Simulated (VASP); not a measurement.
Wanted: the native input for a VASP 6.6.1 run.

```yaml
Task: single point
Functional: r2SCAN
Potentials_or_basis: VASP PAW PBE potentials, release 64 (H, Na_pv, F)
Cutoff: 520 eV
k_mesh: 5 × 5 × 5
Occupations: methfessel-paxton, width 0.0185 eV
Spin: no spin polarisation
Dipole_correction: no
Further_INCAR_settings: ALGO = Normal; EDIFF = 1e-06; NBANDS = 51
```

Crystal: Na3HF8.

```
CELL_PARAMETERS angstrom
0.00000 5.71969 0.00000
5.71969 0.00000 0.00000
2.85985 2.85985 -4.00200
ATOMIC_POSITIONS crystal
H 0.00000 0.00000 0.00000
Na 0.75000 0.25000 0.50000
Na 0.25000 0.75000 0.50000
Na 0.50000 0.50000 0.00000
F 0.35694 0.35694 0.75293
F 0.35694 0.89013 0.75293
F 0.89013 0.89013 0.75293
F 0.89013 0.35694 0.75293
F 0.64306 0.10987 0.24707
F 0.64306 0.64306 0.24707
F 0.10987 0.64306 0.24707
F 0.10987 0.10987 0.24707
```

The input as run:

POSCAR

```
Na3HF8
1.0
    0.0000000000      5.7196910908      0.0000002719
    5.7196910908      0.0000000000      0.0000002719
    2.8598457357      2.8598457357     -4.0019964800
H Na F
1 3 8
Direct
    0.0000000000      0.0000000000      0.0000000000
    0.7500000000      0.2500000000      0.5000000000
    0.2500000000      0.7500000000      0.5000000000
    0.5000000000      0.5000000000      0.0000000000
    0.3569365116      0.3569365116      0.7529298034
    0.3569365116      0.8901336850      0.7529298034
    0.8901336850      0.8901336850      0.7529298034
    0.8901336850      0.3569365116      0.7529298034
    0.6430634884      0.1098663150      0.2470701966
    0.6430634884      0.6430634884      0.2470701966
    0.1098663150      0.6430634884      0.2470701966
    0.1098663150      0.1098663150      0.2470701966
```

INCAR.step1

```
SYSTEM = Na3HF8
PREC = Accurate ; ENCUT = 520
ISMEAR = 1 ; SIGMA = 0.0185
LREAL = .FALSE. ; LASPH = .TRUE.
NELM = 60 ; NBANDS = 51
GGA = PE ; ALGO = Normal
EDIFF = 1E-4 ; LWAVE = .TRUE.
LCHARG = .FALSE.
```

INCAR.step2

```
SYSTEM = Na3HF8
PREC = Accurate ; ENCUT = 520
EDIFF = 1E-6 ; ISMEAR = 1
SIGMA = 0.0185 ; LREAL = .FALSE.
LASPH = .TRUE. ; NELM = 60
ALGO = Normal ; ISIF = 2
LWAVE = .FALSE. ; LCHARG = .TRUE.
METAGGA = R2SCAN ; LMIXTAU = .TRUE.
LELF = .TRUE. ; LVHAR = .TRUE.
NBANDS = 51 ; ISTART = 1
```

KPOINTS

```
regular mesh
0
G
  5 5 5
  0 0 0
```

Potentials or basis: VASP PAW PBE potentials, release 64 (H, Na_pv, F).

Launch:

```bash
$ cat potpaw_PBE.64/H/POTCAR potpaw_PBE.64/Na_pv/POTCAR potpaw_PBE.64/F/POTCAR > POTCAR
$ cp INCAR.step1 INCAR
$ mpirun -np 1 vasp_std > vasp.out
$ cp INCAR.step2 INCAR
$ mpirun -np 1 vasp_std > vasp.out
```

It gave:

The pressure is -0.6 GPa, the largest force is 0.017 eV/Å and the band gap on the k mesh is 0.42 eV, indirect (least direct gap 0.52 eV).

Caveat: the PAW data sets were made with another functional, which shifts forces and pressure a little.

Wall time 10 min on 1 thread of Oxide Virtual Turin-like Processor (shared host), peak memory 0.34 GiB.
